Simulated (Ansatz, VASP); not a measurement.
# Two plane-wave programs on TiO2

The input INCAR:

```
  ALGO = Normal
  EDIFF = 1E-6
  ENCUT = 520
  GGA = PS
  ISIF = 2
  ISMEAR = 0
  LASPH = True
  LCHARG = False
  LREAL = False
  LWAVE = False
  NBANDS = 33
  NELM = 80
  PREC = Accurate
  SIGMA = 0.05
```

File KPOINTS:

```
k-points
0
Gamma
  6 6 10
```

Contents of POSCAR:

```
TiO2
1.0
    4.5912476203      0.0000000000      0.0000000000
    0.0000000000      4.5912476203      0.0286952976
    0.0000000000      0.0183687126      2.9389940195
Ti O
2 4
Direct
    0.0000000000      0.0000000000      0.0000000000
    0.5000000000      0.5000000000      0.5000000000
    0.3044387440      0.3044387440      0.0000000000
    0.1955612560      0.8044387440      0.5000000000
    0.6955612560      0.6955612560      0.0000000000
    0.8044387440      0.1955612560      0.5000000000
```

Input for Ansatz:

```yaml
crystal:
  lattice:
    - [4.5912476203, 0.0, 0.0]
    - [0.0, 4.5912476203, 0.0286952976]
    - [0.0, 0.0183687126, 2.9389940195]
  atoms:
    - { symbol: Ti, position: [0.0, 0.0, 0.0] }
    - { symbol: Ti, position: [0.5, 0.5, 0.5] }
    - { symbol: O, position: [0.304438744, 0.304438744, 0.0] }
    - { symbol: O, position: [0.195561256, 0.804438744, 0.5] }
    - { symbol: O, position: [0.695561256, 0.695561256, 0.0] }
    - { symbol: O, position: [0.804438744, 0.195561256, 0.5] }
basis:
  ecutwfc: 420
kpoints:
  mp_grid: { grid: [6, 6, 10] }
hamiltonian:
  xc: pbesol
scf:
  occupations: { method: gaussian, width: 0.05 }
output:
  forces: true
  stress: true
  eigenvalues: true
```

Change from the starting cell: strain +0.0125 x Voigt [0, 0, 0, 1, 0, 0], atoms carried along.

Alike in both runs: task single point; functional PBEsol; k mesh 6 × 6 × 10; occupations gaussian, width 0.05 eV; no spin polarisation.

|  | VASP | Ansatz |
| --- | --- | --- |
| version | VASP 6.6.1 | Ansatz 0.2.0 |
| potentials or method | VASP PAW PBE potentials, release 64 (Ti_sv, O), cutoff 520 eV | scalar-relativistic, plane waves, PAW |
| valence electrons in the cell | 48 | 48 |

|  | VASP | Ansatz | Ansatz less VASP |
| --- | --- | --- | --- |
| gap on the k mesh at the Fermi level (eV) | 1.84 | 1.87 | +0.028 |
| least direct gap on the mesh (eV) | 1.84 | 1.87 | +0.028 |
| pressure (GPa) | 0.7 | 0.0 | -0.64 |
| traceless stress, the component that is largest in VASP (GPa) | -1.84 | -1.82 | +0.019 |
| rms of the force components (eV/Å) | 0.036 | 0.032 | -0.0039 |

VASP's potentials were made for PBE, not for PBEsol. Atom by atom the forces differ by 0.012 eV/Å (rms over components).
